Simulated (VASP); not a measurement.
Here is a VASP 6.6.1 calculation.

File INCAR:

```
SYSTEM = MgO5
ALGO = Normal ; EDIFF = 1E-6
ENCUT = 520 ; GGA = PE
ISIF = 2 ; ISMEAR = 0
ISPIN = 2 ; LASPH = .True.
LCHARG = .False. ; LORBIT = 11
LREAL = .False. ; LWAVE = .False.
MAGMOM = 0 1 1 1 1 1 ; NBANDS = 29
NELM = 150 ; PREC = Accurate
SIGMA = 0.1
```

File KPOINTS:

```
k-points
0
Gamma
  6 6 4
  0 0 0
```

POSCAR

```
MgO5
1.0
    3.6500632600      0.0000000000      0.0000000000
   -1.8250316300      3.1610475100      0.0000000000
    0.0000000000      0.0000000000      5.9726916400
Mg O
1 5
Direct
    0.0000000000      0.0000000000      0.5000000000
    0.3333333300      0.6666666700      0.5000000000
    0.6666666700      0.3333333300      0.5000000000
    0.0000000000      0.0000000000      0.0000000000
    0.3333333300      0.6666666700      0.0000000000
    0.6666666700      0.3333333300      0.0000000000
```

Potentials or basis: VASP PAW PBE potentials, release 64 (Mg, O).

Command:

```sh
$ cat potpaw_PBE.64/Mg/POTCAR potpaw_PBE.64/O/POTCAR > POTCAR
$ mpirun -np 1 vasp_std > vasp.out
```

Task: Estimate the pressure.

Result: -4.6 GPa.

Task: Predict the net moment.

Result: 1.43 μB per cell.

Stress tensor (GPa, compression positive):
```
-5.19  0.00  0.00
 0.00 -5.19  0.00
 0.00  0.00 -3.30
```
